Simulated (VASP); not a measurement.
Wanted: the native input for a VASP 6.6.1 run.

* Task: relaxation of cell and atoms
* Functional: HF
* Potentials or basis: VASP PAW PBE potentials, release 64 (Ga_d, F)
* Cutoff: 600 eV
* k mesh: 4 × 4 × 4
* Occupations: fermi-dirac, width 0.05 eV
* Spin: no spin polarisation
* Dipole correction: no
* Grid for exact exchange (PRECFOCK): Normal
* Further INCAR settings: ALGO = Normal; EDIFF = 1e-07; IBRION = 2; EDIFFG = -0.01; NSW = 60; ISIF = 3
* Share of exact exchange: 1

GaF:

```
Ga F
1.0
     0.00000    2.84624    2.84624
     2.84624    0.00000    2.84624
     2.84624    2.84624    0.00000
Ga F
1 1
Direct
  0.25000 0.25000 0.25000
  0.00000 0.00000 0.00000
```

These files were run (other wordings do the same):

POSCAR

```
GaF
1.0
    0.0000000000      2.8462400000      2.8462400000
    2.8462400000      0.0000000000      2.8462400000
    2.8462400000      2.8462400000      0.0000000000
Ga F
1 1
Direct
    0.2500000000      0.2500000000      0.2500000000
    0.0000000000      0.0000000000      0.0000000000
```

INCAR.step1

```
ALGO = Normal
EDIFF = 1E-5
ENCUT = 600
GGA = PE
ISMEAR = -1
LASPH = T
LCHARG = F
LREAL = F
LWAVE = T
NBANDS = 17
NELM = 100
PREC = Accurate
SIGMA = 0.05
```

INCAR.step2

```
AEXX = 1.0
AGGAC = 0.0
ALDAC = 0.0
ALGO = Normal
EDIFF = 1E-7
EDIFFG = -0.01
ENCUT = 600
GGA = PE
IBRION = 2
ISIF = 3
ISMEAR = -1
ISTART = 1
LASPH = T
LCHARG = F
LHFCALC = T
LREAL = F
LWAVE = F
NELM = 100
NSW = 60
PREC = Accurate
PRECFOCK = Normal
SIGMA = 0.05
```

KPOINTS

```
k-points
0
Gamma
  4 4 4
```

Potentials or basis: VASP PAW PBE potentials, release 64 (Ga_d, F).

The run is started by

```bash
$ cat potpaw_PBE.64/Ga_d/POTCAR potpaw_PBE.64/F/POTCAR > POTCAR
$ cp INCAR.step1 INCAR
$ mpirun -np 1 vasp_std > vasp.out
$ cp INCAR.step2 INCAR
$ mpirun -np 1 vasp_std > vasp.out
```

It gave:

| Item | Value |
| --- | --- |
| Relaxed volume | 26.06 Å³/atom |
| Relaxed cell | a = 4.193 Å, b = 4.193 Å, c = 4.193 Å, α = 60.00°, β = 60.00°, γ = 60.00° |
| Space group after relaxing (to 0.1 Å) | F-43m (No. 216) |
| Energy gained by relaxing | 26.7 meV/atom |
| Ionic steps | 4 |
| Pressure after relaxing | 0.0 GPa |
| Band gap on the k mesh | 9.29 eV |

Caveat: the k points lie up to 0.46 Å⁻¹ apart in the final cell; the PAW data sets were made with another functional, which shifts forces and pressure a little.

Wall time 46 min on 1 thread of AMD EPYC 9R45 96-Core Processor (Zen 5) (shared host), peak memory 0.18 GiB.
